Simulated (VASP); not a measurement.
# SiO2 (P4_2/mnm) in VASP: notebook

SiO2 is run at these levels: LDA; tasks: single point.

Everything below comes from runs of VASP 6.6.1. Logs are shortened: lines on timing, memory, paths and dates and some standing lists are left out, and cuts for length are marked.

## (1) The cell of the first run

It takes space group P4_2/mnm (No. 136, tetragonal). Conventional cell: a = 4.199 Å, b = 4.199 Å, c = 2.689 Å, α = 90.00°, β = 90.00°, γ = 90.00°. Within 2.4 Å of Si (site symmetry mmm) lie 6 O at 1.77 to 1.81 Å. Within 2.4 Å of O (site symmetry m2m) lie 3 Si at 1.77 to 1.81 Å and 1 O at 2.31 Å.

## (2) Single point, LDA (volume 7.903 Å^3 an atom, c/a of the conventional cell 0.6405)

File INCAR:

```
SYSTEM = SiO2
ALGO     = Normal         ! electronic algorithm
EDIFF    = 1E-6           ! SCF threshold, eV
ENCUT    = 520            ! plane-wave cutoff, eV
GGA      = CA             ! functional
ISIF     = 2              ! what is computed and relaxed
ISMEAR   = 0              ! smearing method
LASPH    = .True.         ! aspherical terms in the spheres
LCHARG   = .False.        ! write CHGCAR
LREAL    = .False.        ! projectors in reciprocal space
LWAVE    = .False.        ! write WAVECAR
NBANDS   = 25             ! bands
NELM     = 60             ! most SCF steps
PREC     = Accurate       ! precision mode
SIGMA    = 0.05           ! smearing width, eV
```

File KPOINTS:

```
k-points
0
Gamma
  6 6 10
  0 0 0
```

File POSCAR:

```
SiO2
1.0
    4.1989902721      0.0000000000      0.0000000000
    0.0000000000      4.1989902721      0.0000000000
    0.0000000000      0.0000000000      2.6893882019
Si O
2 4
Direct
    0.5000000000      0.5000000000      0.5000000000
    0.0000000000      0.0000000000      0.0000000000
    0.6944252994      0.6944252994      0.0000000000
    0.1944252994      0.8055747006      0.5000000000
    0.3055747006      0.3055747006      0.0000000000
    0.8055747006      0.1944252994      0.5000000000
```

Potentials or basis: VASP PAW LDA potentials, release 64 (Si, O).

The run is started by

```console
> cat potpaw_LDA.64/Si/POTCAR potpaw_LDA.64/O/POTCAR > POTCAR
> mpirun -np 1 vasp_std > vasp.out
```

OUTCAR:

```text
SYSTEM = SiO2
   EDIFF = 1E-6
   ENCUT = 520
   GGA = CA
   ISIF = 2
   ISMEAR = 0
   LASPH = .True.
   LREAL = .False.
   NELM = 60
   PREC = Accurate

 ion  position               nearest neighbor table
   1  0.500  0.500  0.500-   3 1.77   5 1.77   3 1.77   5 1.77   4 1.81   6 1.81
   2  0.000  0.000  0.000-   4 1.77   6 1.77   4 1.77   6 1.77   5 1.81   3 1.81
   3  0.694  0.694  0.000-   1 1.77   1 1.77   2 1.81
   4  0.194  0.806  0.500-   2 1.77   2 1.77   1 1.81
   5  0.306  0.306  0.000-   1 1.77   1 1.77   2 1.81
   6  0.806  0.194  0.500-   2 1.77   2 1.77   1 1.81

  LATTYP: Found a simple tetragonal cell.
 ALAT       =     4.1989902721
 C/A-ratio  =     0.6404845040

  Lattice vectors:

 A1 = (   4.1989902721,   0.0000000000,   0.0000000000)
 A2 = (   0.0000000000,   4.1989902721,   0.0000000000)
 A3 = (   0.0000000000,   0.0000000000,   2.6893882019)

Analysis of symmetry for initial positions (statically):
=====================================================================
 Subroutine PRICEL returns:
 Original cell was already a primitive cell.

 Routine SETGRP: Setting up the symmetry group for a
 simple tetragonal supercell.

 Subroutine GETGRP returns: Found 16 space group operations
 (whereof  8 operations were pure point group operations)
 out of a pool of 16 trial point group operations.

The static configuration has the point symmetry D_2h.
 The point group associated with its full space group is D_4h.

Analysis of symmetry for dynamics (positions and initial velocities):
=====================================================================
 Subroutine PRICEL returns:
 Original cell was already a primitive cell.

 Routine SETGRP: Setting up the symmetry group for a
 simple tetragonal supercell.

 Subroutine GETGRP returns: Found 16 space group operations
 (whereof  8 operations were pure point group operations)
 out of a pool of 16 trial point group operations.

The dynamic configuration has the point symmetry D_2h.
 The point group associated with its full space group is D_4h.

 Subroutine INISYM returns: Found 16 space group operations
 (whereof  8 operations are pure point group operations),
 and found     1 'primitive' translations

----------------------------------------------------------------------------------------

                                     Primitive cell
[... 95 lines left out ...]
   LSORBIT =      F    spin-orbit coupling
   LASPH  =      T    aspherical Exc in radial PAW
   ENCUT  =  520.0 eV  38.22 Ry    6.18 a.u.   7.81  7.81  5.00*2*pi/ulx,y,z
   NELM   =     60;   NELMIN=  2; NELMDL= -5     # of ELM steps
   EDIFF  = 0.1E-05   stopping-criterion for ELM
   LREAL  =      F    real-space projection
   EDIFFG = 0.1E-04   stopping-criterion for IOM
   NSW    =      0    number of steps for IOM
   IBRION =     -1    ionic relax: 0-MD 1-quasi-New 2-CG
   NFREE  =      0    steps in history (QN), initial steepest desc. (CG)
   ISIF   =      2    stress and relaxation
   ISYM   =      2    0-nonsym 1-usesym 2-fastsym
   POTIM  = 0.5000    time-step for ionic-motion
   TEBEG  =    0.0;   TEEND  =   0.0 temperature during run
   PSTRESS=    0.0 pullay stress
   NELECT =      32.0000    total number of electrons
   NUPDOWN=      -1.0000    fix difference up-down
   EMIN   =  10.00;   EMAX   =-10.00  energy-range for DOS
   EFERMI =   0.00;   METHOD = LEGACY
   ISMEAR =     0;   SIGMA  =   0.05  broadening in eV -4-tet -1-fermi 0-gaus
   EFERMI_NEDOS =   21; number of points for ismear=-14 and -15
   IALGO  =     38    algorithm
   IMIX   =      4    mixing-type and parameters
     AMIX     =   0.40;   BMIX     =  1.00
     AMIX_MAG =   1.60;   BMIX_MAG =  1.00
  volume/ion in A,a.u.               =       7.90        53.33
  Fermi-wavevector in a.u.,A,eV,Ry     =   1.435965  2.713580 28.055138  2.061994
  Thomas-Fermi vector in A             =   2.555205
   LORBIT       =      0    0 simple, 1 ext, 2 COOP (PROOUT), +10 PAW based schemes
   GGA     = CA    functional components
   LHFCALC =     F    Hartree Fock is set to
   AEXX    =    0.0000 exact exchange contribution
   IVDW    =     0    specifies the selected vdW correction
   LEPSILON=     F    determine dielectric tensor
   LRPA    =     F    only Hartree local field effects (RPA)
 non-spin polarized calculation
 Gauss-broadening in eV      SIGMA  =   0.05
  energy-cutoff  :      520.00
  volume of cell :       47.42
 maximum number of plane-waves:      1290
 NGX is ok and might be reduce to    32
   NGX = 15   NGY = 15   NGZ = 11

 number of electron      31.9999976 magnetization

 Free energy of the ion-electron system (eV)
  ---------------------------------------------------
  ext. energy  EPLUGINS =         0.00000000
  ---------------------------------------------------
  free energy    TOTEN  =       -51.93554616 eV

  energy without entropy =      -51.93554616  energy(sigma->0) =      -51.93554616

 E-fermi :   8.0943     XC(G=0): -12.6424

 val. band max:        7.8586947597   @ k =   0.0000   0.0000   0.0000
 cond. band min:      13.1089456043   @ k =   0.0000   0.0000   0.0000
 fundamental gap:      5.2502508445
 Fermi energy:         8.0942807417

 k-point     1 :       0.0000    0.0000    0.0000
  band No.  band energies     occupation
      1     -14.3684      2.00000
      2     -10.7131      2.00000
      3     -10.7131      2.00000
      4     -10.4554      2.00000
      5      -2.9857      2.00000
      6       1.4353      2.00000
[... 661 lines left out ...]
     24      20.0414      0.00000
     25      21.5290      0.00000

 [... further k-points ...]
[... 5 lines left out ...]
  --------------------------------------------------------------------------------------
  -------------------------------------------------------------------------------------
  Total       -2.5536849     -2.5536849     -2.8773740      0.0000000      0.0000000      0.0000000
  in kB      -86.2848709    -86.2848709    -97.2218012      0.0000000      0.0000000      0.0000000
  external PRESSURE =     -89.9305143 kB  Pullay stress =       0.0000000 kB

 VOLUME and BASIS-vectors are now :
 -----------------------------------------------------------------------------
  energy-cutoff  :      520.00
  volume of cell :       47.42
      direct lattice vectors                 reciprocal lattice vectors
     4.198990272  0.000000000  0.000000000     0.238152493  0.000000000  0.000000000
     0.000000000  4.198990272  0.000000000     0.000000000  0.238152493  0.000000000
     0.000000000  0.000000000  2.689388202     0.000000000  0.000000000  0.371831779

 POSITION                                       TOTAL-FORCE (eV/Angst)
 -----------------------------------------------------------------------------------
      2.09950      2.09950      1.34469        -0.000000      0.000000      0.000000
      0.00000      0.00000      0.00000        -0.000000      0.000000      0.000000
      2.91589      2.91589      0.00000        -0.117519     -0.117519      0.000000
      0.81639      3.38260      1.34469        -0.117519      0.117519      0.000000
      1.28311      1.28311      0.00000         0.117519      0.117519     -0.000000
      3.38260      0.81639      1.34469         0.117519     -0.117519      0.000000
 -----------------------------------------------------------------------------------
    total drift:                                0.000000      0.000000     -0.000000

  FREE ENERGIE OF THE ION-ELECTRON SYSTEM (eV)
  ---------------------------------------------------
  free  energy   TOTEN  =       -51.9355461583 eV

  energy  without entropy=      -51.9355461583  energy(sigma->0) =      -51.93554616
```

OSZICAR:

```text
N       E                     dE             d eps       ncg     rms          rms(c)
DAV:   1     0.126910510902E+03    0.12691E+03   -0.17602E+04  3016   0.123E+03
DAV:   2    -0.500284154228E+02   -0.17694E+03   -0.16991E+03  3844   0.277E+02
DAV:   3    -0.567306528971E+02   -0.67022E+01   -0.66742E+01  4012   0.511E+01
DAV:   4    -0.567749492796E+02   -0.44296E-01   -0.44282E-01  3466   0.484E+00
DAV:   5    -0.567753146234E+02   -0.36534E-03   -0.36528E-03  4036   0.417E-01    0.174E+01
DAV:   6    -0.520067120022E+02    0.47686E+01   -0.13453E+01  3785   0.244E+01    0.828E+00
DAV:   7    -0.519724352050E+02    0.34277E-01   -0.75115E-01  3746   0.487E+00    0.295E+00
DAV:   8    -0.519413998411E+02    0.31035E-01   -0.29959E-02  3783   0.144E+00    0.104E+00
DAV:   9    -0.519355463423E+02    0.58535E-02   -0.54000E-03  3827   0.576E-01    0.208E-01
DAV:  10    -0.519355479794E+02   -0.16370E-05   -0.22030E-04  3851   0.109E-01    0.721E-02
DAV:  11    -0.519355463295E+02    0.16498E-05   -0.20019E-05  3835   0.317E-02    0.205E-02
DAV:  12    -0.519355461583E+02    0.17123E-06   -0.84209E-07  2696   0.747E-03
   1 F= -.51935546E+02 E0= -.51935546E+02  d E =-.178906E-13
```

Run time: 26 s. Hardware: 1 thread of AMD EPYC 9R45 (Zen 5), shared host; peak memory 0.14 GiB.

Results:

- Free energy: -51.9355 eV
- Pressure: -9.0 GPa
- Largest force: 0.166 eV/Å
- Band gap on the k mesh: 5.25 eV, direct

Forces in eV/Å, atoms in the order of the input:
```
Si   0.000  0.000  0.000
Si   0.000  0.000  0.000
O   -0.118 -0.118  0.000
O   -0.118  0.118  0.000
O    0.118  0.118  0.000
O    0.118 -0.118  0.000
```

Stress tensor (GPa, compression positive):
```
-8.63  0.00  0.00
 0.00 -8.63  0.00
 0.00  0.00 -9.72
```

 A k mesh can miss the band edges.

## (3) Single point, LDA (volume 7.903 Å^3 an atom, c/a of the conventional cell 0.7409)

File INCAR:

```
ALGO     = Normal         # electronic algorithm
EDIFF    = 1E-6           # SCF threshold, eV
ENCUT    = 520            # plane-wave cutoff, eV
GGA      = CA             # functional
ISIF     = 2              # what is computed and relaxed
ISMEAR   = 0              # smearing method
LASPH    = True           # aspherical terms in the spheres
LCHARG   = False          # write CHGCAR
LREAL    = False          # projectors in reciprocal space
LWAVE    = False          # write WAVECAR
NBANDS   = 25             # bands
NELM     = 60             # most SCF steps
PREC     = Accurate       # precision mode
SIGMA    = 0.05           # smearing width, eV
```

File KPOINTS:

```
k-points
0
Gamma
  6 6 10
```

Edit POSCAR of step 2 so:

```diff
@@ -2,5 +2,5 @@
 1.0
-    4.1989902721      0.0000000000      0.0000000000
-    0.0000000000      4.1989902721      0.0000000000
-    0.0000000000      0.0000000000      2.6893882019
+    4.0000112476      0.0000000000      0.0000000000
+    0.0000000000      4.0000112476      0.0000000000
+    0.0000000000      0.0000000000      2.9636083333
 Si O
```

Potentials or basis: VASP PAW LDA potentials, release 64 (Si, O).

The run is started by

```console
> cat potpaw_LDA.64/Si/POTCAR potpaw_LDA.64/O/POTCAR > POTCAR
> mpirun -np 1 vasp_std > vasp.out
```

OUTCAR:

```text
EDIFF = 1E-6
   ENCUT = 520
   GGA = CA
   ISIF = 2
   ISMEAR = 0
   LASPH = True
   LREAL = False
   NELM = 60
   PREC = Accurate

 ion  position               nearest neighbor table
   1  0.500  0.500  0.500-   4 1.73   6 1.73   5 1.85   3 1.85   3 1.85   5 1.85
   2  0.000  0.000  0.000-   3 1.73   5 1.73   4 1.85   6 1.85   4 1.85   6 1.85
   3  0.694  0.694  0.000-   2 1.73   1 1.85   1 1.85
   4  0.194  0.806  0.500-   1 1.73   2 1.85   2 1.85
   5  0.306  0.306  0.000-   2 1.73   1 1.85   1 1.85
   6  0.806  0.194  0.500-   1 1.73   2 1.85   2 1.85

  LATTYP: Found a simple tetragonal cell.
 ALAT       =     4.0000112476
 C/A-ratio  =     0.7409000000

  Lattice vectors:

 A1 = (   4.0000112476,   0.0000000000,   0.0000000000)
 A2 = (   0.0000000000,   4.0000112476,   0.0000000000)
 A3 = (   0.0000000000,   0.0000000000,   2.9636083333)

Analysis of symmetry for initial positions (statically):
=====================================================================
 Subroutine PRICEL returns:
 Original cell was already a primitive cell.

 Routine SETGRP: Setting up the symmetry group for a
 simple tetragonal supercell.

 Subroutine GETGRP returns: Found 16 space group operations
 (whereof  8 operations were pure point group operations)
 out of a pool of 16 trial point group operations.

The static configuration has the point symmetry D_2h.
 The point group associated with its full space group is D_4h.

Analysis of symmetry for dynamics (positions and initial velocities):
=====================================================================
 Subroutine PRICEL returns:
 Original cell was already a primitive cell.

 Routine SETGRP: Setting up the symmetry group for a
 simple tetragonal supercell.

 Subroutine GETGRP returns: Found 16 space group operations
 (whereof  8 operations were pure point group operations)
[... 131 lines left out ...]
     AMIX_MAG =   1.60;   BMIX_MAG =  1.00
  volume/ion in A,a.u.               =       7.90        53.33
  Fermi-wavevector in a.u.,A,eV,Ry     =   1.435965  2.713580 28.055138  2.061994
  Thomas-Fermi vector in A             =   2.555205
   LORBIT       =      0    0 simple, 1 ext, 2 COOP (PROOUT), +10 PAW based schemes
   GGA     = CA    functional components
   LHFCALC =     F    Hartree Fock is set to
   AEXX    =    0.0000 exact exchange contribution
   IVDW    =     0    specifies the selected vdW correction
   LEPSILON=     F    determine dielectric tensor
   LRPA    =     F    only Hartree local field effects (RPA)
 non-spin polarized calculation
 Gauss-broadening in eV      SIGMA  =   0.05
  energy-cutoff  :      520.00
  volume of cell :       47.42
 maximum number of plane-waves:      1299
 NGX is ok and might be reduce to    30
   NGX = 15   NGY = 15   NGZ = 11

 number of electron      32.0000013 magnetization

 Free energy of the ion-electron system (eV)
  ---------------------------------------------------
  ext. energy  EPLUGINS =         0.00000000
  ---------------------------------------------------
  free energy    TOTEN  =       -51.06537430 eV

  energy without entropy =      -51.06537430  energy(sigma->0) =      -51.06537430

 E-fermi :   8.0632     XC(G=0): -12.6859

 val. band max:        7.8009447749   @ k =   0.0000   0.0000   0.0000
 cond. band min:      12.4883427956   @ k =   0.0000   0.0000   0.0000
 fundamental gap:      4.6873980207
 Fermi energy:         8.0632044017

 k-point     1 :       0.0000    0.0000    0.0000
  band No.  band energies     occupation
      1     -14.1024      2.00000
      2     -10.1671      2.00000
      3     -10.1671      2.00000
      4      -9.7253      2.00000
      5      -2.8247      2.00000
      6       1.1768      2.00000
[... 661 lines left out ...]
     24      20.2087      0.00000
     25      21.7800      0.00000

 [... further k-points ...]

------------------------ aborting loop because EDIFF is reached ----------------------------------------

  FORCE on cell =-STRESS in cart. coord.  units (eV):
  Direction    XX          YY          ZZ          XY          YZ          ZX
  --------------------------------------------------------------------------------------
  -------------------------------------------------------------------------------------
  Total        2.4339069      2.4339069    -14.1097148     -0.0000000      0.0000000      0.0000000
  in kB       82.2377660     82.2377660   -476.7443849     -0.0000000      0.0000000      0.0000000
  external PRESSURE =    -104.0896177 kB  Pullay stress =       0.0000000 kB

 VOLUME and BASIS-vectors are now :
 -----------------------------------------------------------------------------
  energy-cutoff  :      520.00
  volume of cell :       47.42
      direct lattice vectors                 reciprocal lattice vectors
     4.000011248  0.000000000  0.000000000     0.249999297  0.000000000  0.000000000
     0.000000000  4.000011248  0.000000000     0.000000000  0.249999297  0.000000000
     0.000000000  0.000000000  2.963608333     0.000000000  0.000000000  0.337426504

 POSITION                                       TOTAL-FORCE (eV/Angst)
 -----------------------------------------------------------------------------------
      2.00001      2.00001      1.48180         0.000000     -0.000000      0.000000
      0.00000      0.00000      0.00000         0.000000     -0.000000      0.000000
      2.77771      2.77771      0.00000         0.436343      0.436343     -0.000000
      0.77770      3.22231      1.48180         0.436343     -0.436343      0.000000
      1.22230      1.22230      0.00000        -0.436343     -0.436343      0.000000
      3.22231      0.77770      1.48180        -0.436343      0.436343     -0.000000
 -----------------------------------------------------------------------------------
    total drift:                               -0.000000      0.000000      0.000000

  FREE ENERGIE OF THE ION-ELECTRON SYSTEM (eV)
  ---------------------------------------------------
  free  energy   TOTEN  =       -51.0653743005 eV

  energy  without entropy=      -51.0653743005  energy(sigma->0) =      -51.06537430
```

It took 29 s on 1 thread of AMD EPYC 9R45 (Zen 5), shared host; peak memory 0.14 GiB.

Results:

| Property | Result |
| --- | --- |
| Free energy | -51.0654 eV |
| Pressure | -10.4 GPa |
| Largest force | 0.617 eV/Å |
| Band gap on the k mesh | 4.69 eV, direct |

Forces on the atoms (eV/Å):
```
Si   0.000  0.000  0.000
Si   0.000  0.000  0.000
O    0.436  0.436  0.000
O    0.436 -0.436  0.000
O   -0.436 -0.436  0.000
O   -0.436  0.436  0.000
```

 A k mesh can miss the band edges.

[end of part 1 of 2]
